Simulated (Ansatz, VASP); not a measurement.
# Two plane-wave programs on HfBr2F2

```
Hf Br F
1.0
     4.34754    0.00000    0.00000
    -2.17377    3.76508    0.00000
     0.00000    0.00000    5.99292
Hf Br F
1 2 2
Cartesian
  0.0000 0.0000 0.0000
  0.0000 2.5101 2.6728
  2.1738 1.2550 3.3201
  0.0000 2.5101 1.3544
  2.1738 1.2550 4.6385
```

Change from the starting cell: species swapped into the MnH2O2 type (P-3m1, No. 164).

Alike in both runs: task single point; functional PBE; k mesh 6 × 6 × 4; occupations gaussian, width 0.1 eV; no spin polarisation.

|  | VASP | Ansatz |
| --- | --- | --- |
| version | VASP 6.6.1 | Ansatz 0.2.0 |
| potentials or method | VASP PAW PBE potentials, release 64 (Hf_pv, Br, F), cutoff 520 eV | scalar-relativistic, plane waves, PAW |
| valence electrons in the cell | 38 | 54 |

|  | VASP | Ansatz | Ansatz less VASP |
| --- | --- | --- | --- |
| gap on the k mesh at the Fermi level (eV) | none | none | - |
| rms of the force components (eV/Å) | 21.444 | 21.715 | +0.2718 |

Atom by atom the forces differ by 0.272 eV/Å (rms over components). A gap of «none» marks a metal or a gap that the smearing closes. VASP's potentials hold 38 valence electrons a cell and Ansatz's 54, so a difference there can come from the potentials and not from the codes.

Neither program's run includes spin-orbit coupling.
